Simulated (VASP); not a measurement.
Write the native input for VASP 6.6.1 that does the following.

| Property | Result |
| --- | --- |
| Task | relaxation of cell and atoms |
| Functional | PBE |
| Potentials or basis | VASP PAW PBE potentials, release 64 (Mg, Cd, Se) |
| Cutoff | 600 eV |
| k mesh | 3 × 3 × 3 |
| Occupations | gaussian, width 0.15 eV |
| Spin | no spin polarisation |
| Dipole correction | no |
| Further INCAR settings | ALGO = Normal; EDIFF = 1e-07; IBRION = 2; EDIFFG = -0.08; NSW = 36; ISIF = 3 |

The structure of Mg3CdSe4 lies in POSCAR:

```
Mg3CdSe4
1.0
   -2.9650000000      2.9650000000      5.9300000000
    2.9650000000     -2.9650000000      5.9300000000
    2.9650000000      2.9650000000     -5.9300000000
Mg Cd Se
3 1 4
Direct
    0.7500000000      0.2500000000      0.5000000000
    0.2500000000      0.7500000000      0.5000000000
    0.5000000000      0.5000000000      0.0000000000
    0.0000000000      0.0000000000      0.0000000000
    0.1250000000      0.1250000000      0.5000000000
    0.6250000000      0.6250000000      0.5000000000
    0.8750000000      0.3750000000      0.0000000000
    0.3750000000      0.8750000000      0.0000000000
```

One way to write it, as run:

INCAR

```
SYSTEM = Mg3CdSe4
PREC = Accurate
ENCUT = 600
EDIFF = 1E-7
ISMEAR = 0
SIGMA = 0.15
LREAL = .FALSE.
LASPH = .TRUE.
NELM = 120
ALGO = Normal
ISIF = 3
LWAVE = .FALSE.
LCHARG = .FALSE.
GGA = PE
IBRION = 2
NSW = 36
EDIFFG = -0.08
GGA_COMPAT = .FALSE.
NELMIN = 4
```

KPOINTS

```
Automatic mesh
0
G
  3 3 3
  0 0 0
```

Potentials or basis: VASP PAW PBE potentials, release 64 (Mg, Cd, Se).

The run is started by

```sh
$ cat potpaw_PBE.64/Mg/POTCAR potpaw_PBE.64/Cd/POTCAR potpaw_PBE.64/Se/POTCAR > POTCAR
$ mpirun -np 1 vasp_std > vasp.out
```

Results of the run:

* Relaxed volume: 27.53 Å³/atom
* Relaxed cell: a = 7.396 Å, b = 7.396 Å, c = 7.396 Å, α = 131.80°, β = 131.80°, γ = 70.54°
* Space group after relaxing (to 0.1 Å): I-42m (No. 121)
* Energy gained by relaxing: 24.7 meV/atom
* Ionic steps: 5
* Pressure after relaxing: 0.1 GPa
* Largest force after relaxing: 0.022 eV/Å
* Band gap on the k mesh: 1.98 eV

Run time: 11 min on 1 thread of Intel Xeon 8259CL, on a shared host, peak memory 0.54 GiB.
